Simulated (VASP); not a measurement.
Here is a VASP 6.6.1 calculation.

POSCAR

```
C
1.0
    0.0000000000      1.8315697288      1.8315697288
    1.8315697288      0.0000000000      1.8315697288
    1.8315697288      1.8315697288      0.0000000000
C
2
Direct
    0.0000000000      0.0000000000      0.0000000000
    0.2500000000      0.2500000000      0.2500000000
```

Contents of INCAR.step1:

```
SYSTEM = C
  PREC = Accurate
  ENCUT = 520
  EDIFF = 1E-5
  ISMEAR = 0
  SIGMA = 0.01
  LREAL = .False.
  LASPH = .True.
  NELM = 80
  ALGO = Normal
  ISIF = 2
  LWAVE = .True.
  GGA = PE
  NBANDS = 11
```

File INCAR.step2:

```
SYSTEM = C
  PREC = Accurate
  ENCUT = 520
  EDIFF = 1E-7
  ISMEAR = 0
  SIGMA = 0.01
  LREAL = .False.
  LASPH = .True.
  NELM = 80
  ALGO = Normal
  ISIF = 2
  LWAVE = .False.
  LCHARG = .True.
  GGA = PE
  LHFCALC = .True.
  HFSCREEN = 0.2079
  PRECFOCK = Normal
  LELF = .True.
  LVHAR = .True.
  ISTART = 1
  NBANDS = 11
```

File KPOINTS:

```
Automatic mesh
0
Gamma
  8 8 8
  0 0 0
```

Potentials or basis: VASP PAW PBE potentials, release 64 (C).

Run with:

```bash
$ cat potpaw_PBE.64/C/POTCAR > POTCAR
$ cp INCAR.step1 INCAR
$ mpirun -np 1 vasp_std > vasp.out
$ cp INCAR.step2 INCAR
$ mpirun -np 1 vasp_std > vasp.out
```

(1) Predict the pressure.

(2) Predict the band gap on the k mesh.

## Answers

(1) -38.0 GPa.

(2) 5.08 eV (least direct gap 6.73 eV).

Caveat: the cell differs from its parent crystal (strain +2.9%); the cell stands under tension; the PAW data sets were made with another functional, which shifts forces and pressure a little.
